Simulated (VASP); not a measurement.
Input of a VASP 6.6.1 run:

The input INCAR:

```
ALGO = Fast
EDIFF = 1E-6
ENCUT = 520
GGA = PE
ISIF = 2
ISMEAR = 0
LASPH = True
LCHARG = True
LELF = True
LREAL = False
LVHAR = True
LWAVE = False
NBANDS = 21
NELM = 80
PREC = Accurate
SIGMA = 0.1
```

The input KPOINTS:

```
k-points
0
Gamma
  24 24 12
```

Contents of POSCAR:

```
Ru
1.0
    2.6927967715      0.0000000000      0.0000000000
   -1.3463983858      2.3320304114      0.0000000000
    0.0000000000      0.0000000000      4.3169218039
Ru
2
Direct
    0.3333333333      0.6666666667      0.2500000000
    0.6666666667      0.3333333333      0.7500000000
```

Potentials or basis: VASP PAW PBE potentials, release 64 (Ru_pv).

Command:

```console
$ cat potpaw_PBE.64/Ru_pv/POTCAR > POTCAR
$ mpirun -np 1 vasp_std > vasp.out
```

What does it give for the band gap on the k mesh?

Zero (bands 14 and 15 overlap by 3.24 eV).

What does it give for the pressure?

4.8 GPa.

Stress tensor (GPa, compression positive):
```
 7.27  0.00  0.00
 0.00  7.27  0.00
 0.00  0.00 -0.07
```

Caveat: the cell differs from its parent crystal (biaxial strain in the a-b plane: -1.0 %, then relaxed in part); the cell stands under pressure.
